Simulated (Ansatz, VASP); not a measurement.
## One calculation of Si3Sn, two programs

```
Si Sn
1.0
     4.07762    0.00000    0.00000
     0.00000    4.07762    0.00000
     0.00000    0.00000    5.80554
Si Sn
3 1
Cartesian
  2.0388 0.0000 4.4970
  2.0388 2.0388 0.0000
  0.0000 2.0388 1.3086
  0.0000 0.0000 2.9028
```

Alike in both runs: task single point; functional r2SCAN; k mesh 6 × 6 × 4; no spin polarisation.

|  | VASP | Ansatz |
| --- | --- | --- |
| version | VASP 6.6.1 | Ansatz 0.2.0 |
| potentials or method | VASP PAW PBE potentials, release 64 (Si, Sn_d) | plane waves, PAW |
| plane-wave cutoff (eV) | 520 | 500 |
| occupations | gaussian, width 0.01 eV | fixed |
| valence electrons in the cell | 26 | 26 |

|  | VASP | Ansatz | Ansatz less VASP |
| --- | --- | --- | --- |
| gap on the k mesh at the Fermi level (eV) | 0.45 | 0.44 | -0.009 |
| pressure (GPa) | -2.3 | -2.2 | +0.15 |
| rms of the force components (eV/Å) | 0.012 | 0.014 | +0.0020 |

VASP's potentials were made for PBE, not for r2SCAN. Atom by atom the forces differ by 0.002 eV/Å (rms over components).
